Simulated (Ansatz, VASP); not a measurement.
## PN: VASP beside Ansatz

```
P N
1.0
    -4.39510    4.39510    1.77382
     4.39510   -4.39510    1.77382
     4.39510    4.39510   -1.77382
P N
4 4
Direct
  0.61133 0.61133 0.22267
  0.38867 0.38867 0.77733
  0.36133 0.63867 0.50000
  0.13867 0.86133 0.50000
  0.81004 0.81004 0.00000
  0.56004 0.06004 0.50000
  0.18996 0.18996 0.00000
  0.93996 0.43996 0.50000
```

Alike in both runs: functional PBE; k mesh 12 × 12 × 12; occupations gaussian, width 0.1 eV; no spin polarisation.

Ansatz relaxed the structure, and its values are those at the end. VASP's run is a single point on that final structure, the one shown.

|  | VASP | Ansatz |
| --- | --- | --- |
| version | VASP 6.6.1 | Ansatz 0.2.0 |
| potentials or method | VASP PAW PBE potentials, release 64 (P, N), cutoff 520 eV | scalar-relativistic, plane waves, PAW |
| valence electrons in the cell | 40 | 40 |

Ansatz gave:

- gap on the k mesh at the Fermi level (eV): none
- pressure (GPa): 0.0
- rms of the force components (eV/Å): 0.002

Q: Which values does VASP return?

A: gap on the k mesh at the Fermi level (eV): none; pressure (GPa): -0.4; rms of the force components (eV/Å): 0.086.

A gap of «none» marks a metal or a gap that the smearing closes.
